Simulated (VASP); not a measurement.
Set up this calculation in VASP 6.6.1, as the native input.

- Task: single point
- Functional: PBE
- Potentials or basis: VASP PAW PBE potentials, release 64 (Sn_d, Ge_d, P)
- Cutoff: 520 eV
- k mesh: 6 × 6 × 6
- Occupations: gaussian, width 0.2 eV
- Spin: no spin polarisation
- Dipole correction: no
- Further INCAR settings: ALGO = Fast; EDIFF = 1e-06; NBANDS = 39

The structure of SnGeP6 lies in POSCAR:

```
SnGeP6
1.0
    3.6447390504      2.1042910719      3.4863705711
   -3.6447390504      2.1042910719      3.4863705711
    0.0000000000     -4.2085821438      3.4863705711
Sn Ge P
1 1 6
Direct
    0.7538551127      0.7538551127      0.7538551127
    0.2368517860      0.2368517860      0.2368517860
    0.2866169006      0.2866169006      0.7619729839
    0.2414523784      0.6998169690      0.6998169690
    0.2866169006      0.7619729839      0.2866169006
    0.7619729839      0.2866169006      0.2866169006
    0.6998169690      0.6998169690      0.2414523784
    0.6998169690      0.2414523784      0.6998169690
```

These files were run (other wordings do the same):

INCAR

```
PREC     = Accurate       # precision mode
ENCUT    = 520            # plane-wave cutoff, eV
EDIFF    = 1E-6           # SCF threshold, eV
ISMEAR   = 0              # smearing method
SIGMA    = 0.2            # smearing width, eV
LREAL    = False          # projectors in reciprocal space
LASPH    = True           # aspherical terms in the spheres
NELM     = 100            # most SCF steps
ALGO     = Fast           # electronic algorithm
ISIF     = 2              # what is computed and relaxed
LWAVE    = False          # write WAVECAR
LCHARG   = False          # write CHGCAR
GGA      = PE             # functional
NBANDS   = 39             # bands
```

KPOINTS

```
regular mesh
0
Gamma
  6 6 6
```

Potentials or basis: VASP PAW PBE potentials, release 64 (Sn_d, Ge_d, P).

The run is started by

```sh
$ cat potpaw_PBE.64/Sn_d/POTCAR potpaw_PBE.64/Ge_d/POTCAR potpaw_PBE.64/P/POTCAR > POTCAR
$ mpirun -np 1 vasp_std > vasp.out
```

It gave:

The pressure is -0.2 GPa, the largest force is 0.051 eV/Å and the band gap on the k mesh is zero (bands 29 and 30 overlap by 1.96 eV).

Caveat: spin-orbit coupling is left out, which moves the levels of the heavy elements.

It took 8.3 min on 1 thread of AMD EPYC 9755 128-Core Processor, on a shared host, peak memory 0.33 GiB.
